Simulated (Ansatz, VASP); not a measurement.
# Al2Cu: VASP beside Ansatz

```
CELL_PARAMETERS angstrom
4.08417 0.00000 0.00000
0.00000 4.08417 0.00000
0.00000 0.00000 2.80370
ATOMIC_POSITIONS crystal
Al 0.50000 0.00000 0.50000
Al 0.00000 0.50000 0.50000
Cu 0.00000 0.00000 0.00000
```

Change from the starting cell: strain +0.000 along x and y, -0.015 along z, atoms carried along.

Alike in both runs: task single point; functional PBEsol; k mesh 12 × 12 × 16; occupations gaussian, width 0.15 eV; no spin polarisation.

|  | VASP | Ansatz |
| --- | --- | --- |
| version | VASP 6.6.1 | Ansatz 0.2.0 |
| potentials or method | VASP PAW PBE potentials, release 64 (Al, Cu), cutoff 520 eV | scalar-relativistic, plane waves, PAW |
| valence electrons in the cell | 17 | 25 |

```tsv
	VASP	Ansatz	Ansatz less VASP
gap on the k mesh at the Fermi level (eV)	none	none	-
pressure (GPa)	1.6	1.7	+0.08
traceless stress, the component that is largest in VASP (GPa)	0.83	0.82	-0.004
```

VASP's potentials were made for PBE, not for PBEsol. A gap of «none» marks a metal or a gap that the smearing closes. With one functional, cell and mesh, what is left measures potentials, basis and numerics. VASP's potentials hold 17 valence electrons a cell and Ansatz's 25, so a difference there can come from the potentials and not from the codes.
